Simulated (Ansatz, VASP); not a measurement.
K: VASP beside Ansatz

```
K
1.0
    -1.94643    1.94643    1.94643
     1.94643   -1.94643    1.94643
     1.94643    1.94643   -1.94643
K
1
Direct
  0.00000 0.00000 0.00000
```

Change from the starting cell: volume scaled by 0.4, PAW files.

Alike in both runs: task single point; functional PBE; k mesh 10 × 10 × 10; occupations fermi-dirac, width 0.1 eV; no spin polarisation.

|  | VASP | Ansatz |
| --- | --- | --- |
| version | VASP 6.6.1 | Ansatz 0.2.0 |
| potentials or method | VASP PAW PBE potentials, release 64 (K_sv) | PAW with Ansatz's default frozen-core files, scalar-relativistic |
| plane-wave cutoff (eV) | 520 | 420 |
| valence electrons in the cell | 9 | 9 |

|  | VASP | Ansatz | Ansatz less VASP |
| --- | --- | --- | --- |
| pressure (GPa) | 16.8 | 16.8 | -0.02 |
